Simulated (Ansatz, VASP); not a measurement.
Rh: VASP beside Ansatz

File INCAR:

```
PREC = Accurate ; ENCUT = 500
EDIFF = 1E-6 ; ISMEAR = -1
SIGMA = 0.1 ; LREAL = False
LASPH = True ; NELM = 120
ALGO = Normal ; ISIF = 2
LWAVE = False ; LCHARG = True
GGA = PE ; LELF = True
LVHAR = True ; NBANDS = 14
GGA_COMPAT = False
```

File KPOINTS:

```
Automatic mesh
0
Gamma
  14 14 14
```

Contents of POSCAR:

```
Rh
1.0
    0.0000000000      1.9150000000      1.9150000000
    1.9150000000      0.0000000000      1.9150000000
    1.9150000000      1.9150000000      0.0000000000
Rh
1
Direct
    0.0000000000      0.0000000000      0.0000000000
```

Input for Ansatz:

```yaml
crystal:
  lattice:
    - [0.0, 1.915, 1.915]
    - [1.915, 0.0, 1.915]
    - [1.915, 1.915, 0.0]
  atoms:
    - { symbol: Rh, position: [0.0, 0.0, 0.0] }
hamiltonian:
  xc: pbe
  pseudopotentials: { kind: paw }
basis:
  ecutwfc: 420
kpoints:
  mp_grid: { grid: [14, 14, 14] }
scf:
  occupations: { method: fermi_dirac, width: 0.1 }
  lower_state_search: "off"
  max_iter: 50
output:
  forces: true
  stress: true
```

Alike in both runs: task single point; functional PBE; k mesh 14 × 14 × 14; occupations fermi-dirac, width 0.1 eV; no spin polarisation.

|  | VASP | Ansatz |
| --- | --- | --- |
| version | VASP 6.6.1 | Ansatz 0.2.0 |
| potentials or method | VASP PAW PBE potentials, release 64 (Rh_pv), cutoff 500 eV | PAW, plane waves, scalar-relativistic |
| valence electrons in the cell | 15 | 17 |

|  | VASP | Ansatz | Ansatz less VASP |
| --- | --- | --- | --- |
| pressure (GPa) | 0.5 | 0.4 | -0.09 |

VASP's potentials hold 15 valence electrons a cell and Ansatz's 17, so a difference there can come from the potentials and not from the codes.
